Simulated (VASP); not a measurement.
Input of a VASP 6.6.1 run:

File POSCAR:

```
Ca
1.0
    3.4591594273      0.0000000000      0.0000000000
    0.0000000000      3.4591594273      0.0000000000
    0.0000000000      0.0000000000      3.4591594273
Ca
1
Direct
    0.0000000000      0.0000000000      0.0000000000
```

The input INCAR.step1:

```
SYSTEM = Ca
PREC = Accurate
ENCUT = 520
ISMEAR = -1
SIGMA = 0.1
LREAL = .False.
LASPH = .True.
NELM = 80
NBANDS = 11
GGA = PE
ALGO = Normal
EDIFF = 1E-4
LWAVE = .True.
LCHARG = .False.
```

INCAR.step2

```
SYSTEM = Ca
PREC = Accurate
ENCUT = 520
EDIFF = 1E-6
ISMEAR = -1
SIGMA = 0.1
LREAL = .False.
LASPH = .True.
NELM = 80
ALGO = Normal
ISIF = 2
LWAVE = .False.
LCHARG = .True.
METAGGA = R2SCAN
LMIXTAU = .True.
LELF = .True.
LVHAR = .True.
NBANDS = 11
ISTART = 1
```

The input KPOINTS:

```
regular mesh
0
Gamma
  10 10 10
  0 0 0
```

Potentials or basis: VASP PAW PBE potentials, release 64 (Ca_sv).

Run with:

```bash
$ cat potpaw_PBE.64/Ca_sv/POTCAR > POTCAR
$ cp INCAR.step1 INCAR
$ mpirun -np 1 vasp_std > vasp.out
$ cp INCAR.step2 INCAR
$ mpirun -np 1 vasp_std > vasp.out
```

Predict the band gap on the k mesh.

zero (bands 5 and 6 overlap by 1.42 eV).

Predict the pressure.

0.4 GPa.

Caveat: the PAW data sets were made with another functional, which shifts forces and pressure a little.
